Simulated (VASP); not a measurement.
Here is a VASP 6.6.1 calculation.

Contents of INCAR:

```
ALGO     = Normal         # electronic algorithm
EDIFF    = 1E-7           # SCF threshold, eV
ENCUT    = 520            # plane-wave cutoff, eV
GGA      = PS             # functional
ISIF     = 2              # what is computed and relaxed
ISMEAR   = -1             # smearing method
LASPH    = T              # aspherical terms in the spheres
LCHARG   = F              # write CHGCAR
LREAL    = F              # projectors in reciprocal space
LWAVE    = F              # write WAVECAR
NBANDS   = 8              # bands
NELM     = 80             # most SCF steps
PREC     = Accurate       # precision mode
SIGMA    = 0.1            # smearing width, eV
```

Contents of KPOINTS:

```
k-points
0
Gamma
  16 16 16
```

File POSCAR:

```
P
1.0
    0.0000000000      1.8580004277      1.8580004277
    1.8580004277      0.0000000000      1.8580004277
    1.8580004277      1.8580004277      0.0000000000
P
1
Direct
    0.0000000000      0.0000000000      0.0000000000
```

Potentials or basis: VASP PAW PBE potentials, release 64 (P).

Launch:

```console
$ cat potpaw_PBE.64/P/POTCAR > POTCAR
$ mpirun -np 1 vasp_std > vasp.out
```

Task: Estimate the pressure.

Result: 11.1 GPa.

Caveat: the PAW data sets were made with another functional, which shifts forces and pressure a little.
